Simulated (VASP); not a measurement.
The system is MgB2.

```
Mg B
1.0
     3.08500    0.00000    0.00000
    -1.54250    2.67169    0.00000
     0.00000    0.00000    3.52300
Mg B
1 2
Direct
  0.00000 0.00000 0.00000
  0.66667 0.33333 0.50000
  0.33333 0.66667 0.50000
```

```yaml
Program: VASP 6.6.1
Task: relaxation of cell and atoms
Functional: revPBE
Dispersion: D3(BJ)
Potentials_or_basis: VASP PAW PBE potentials, release 64 (Mg, B)
Cutoff: 600 eV
k_mesh: 10 × 10 × 8
Occupations: fermi-dirac, width 0.05 eV
Spin: no spin polarisation
```

At the start: pressure -8.0 GPa; volume 9.68 Å³/atom.

Problem. How do energy, volume and symmetry change on relaxing?

Solution. Over 5 steps the energy falls by 14.5 meV/atom and the volume is 9.13 Å³/atom (-5.7 %); space group P6/mmm (No. 191, to 0.05 Å).

Step by step:
```
step  energy change (eV)  largest force (eV/Å)  pressure (GPa)  volume (Å³)
   1              0.0000                0.0000           -8.03        29.04
   2             -0.0366                0.0000            2.79        27.05
   3             -0.0404                0.0000            0.06        27.49
   4             -0.0431                0.0000            0.05        27.43
   5             -0.0435                0.0000            0.03        27.39
```

Final structure:
```xyz
3
Lattice="3.0411 0.0000 0.0000 -1.5206 2.6337 0.0000 0.0000 0.0000 3.4196" Properties=species:S:1:pos:R:3 pbc="T T T"
Mg   -1.5206    2.6337    0.0000
B     1.5206    0.8779    1.7098
B     0.0000    1.7558    1.7098
```

Caveat: the PAW data sets were made with another functional, which shifts forces and pressure a little; pairwise dispersion overbinds metals, which lowers pressure and volume.
